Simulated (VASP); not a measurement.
Write the native input for VASP 6.6.1 that does the following.

```
Task                   : relaxation of cell and atoms
Functional             : PBEsol
Potentials or basis    : VASP PAW PBE potentials, release 64 (Hg)
Cutoff                 : 600 eV
k mesh                 : 17 × 17 × 17
Occupations            : fermi-dirac, width 0.08 eV
Spin                   : no spin polarisation
Target pressure        : 96 GPa
Dipole correction      : no
Further INCAR settings : ALGO = Normal; EDIFF = 1e-07; IBRION = 2; EDIFFG = -0.005; NSW = 60; ISIF = 3
```

The structure of Hg lies in POSCAR:

```
Hg
1.0
   -1.5387714382      1.5387714382      1.5387714382
    1.5387714382     -1.5387714382      1.5387714382
    1.5387714382      1.5387714382     -1.5387714382
Hg
1
Direct
    0.0000000000      0.0000000000      0.0000000000
```

The input as run:

INCAR

```
SYSTEM = Hg
ALGO = Normal ; EDIFF = 1E-7
EDIFFG = -0.005 ; ENCUT = 600
GGA = PS ; IBRION = 2
ISIF = 3 ; ISMEAR = -1
LASPH = .TRUE. ; LCHARG = .FALSE.
LREAL = .FALSE. ; LWAVE = .FALSE.
NELM = 100 ; NSW = 60
PREC = Accurate ; PSTRESS = 960.0
SIGMA = 0.08
```

KPOINTS

```
k-points
0
G
  17 17 17
  0 0 0
```

Potentials or basis: VASP PAW PBE potentials, release 64 (Hg).

Command:

```bash
$ cat potpaw_PBE.64/Hg/POTCAR > POTCAR
$ mpirun -np 1 vasp_std > vasp.out
```

Results of the run:

```
Relaxed volume                                             : 14.72 Å³/atom
Relaxed cell                                               : a = 2.674 Å, b = 2.674 Å, c = 2.674 Å, α = 109.47°, β = 109.47°, γ = 109.47°
Space group after relaxing (to 0.1 Å)                      : Im-3m (No. 229)
Energy change on relaxing (the run minimises the enthalpy) : -89.0 meV/atom
Ionic steps                                                : 4
Pressure after relaxing                                    : 96.0 GPa
Band gap on the k mesh                                     : zero (bands 6 and 7 overlap by 2.89 eV)
```

Caveat: the cell is relaxed towards a set pressure, so the run minimises the enthalpy, not the energy; the PAW data sets were made with another functional, which shifts forces and pressure a little; spin-orbit coupling is left out, which moves the levels of the heavy elements.

Run time: 24 s on 1 thread of Intel(R) Xeon(R) 6975P-C (Granite Rapids) (shared host), peak memory 0.17 GiB.
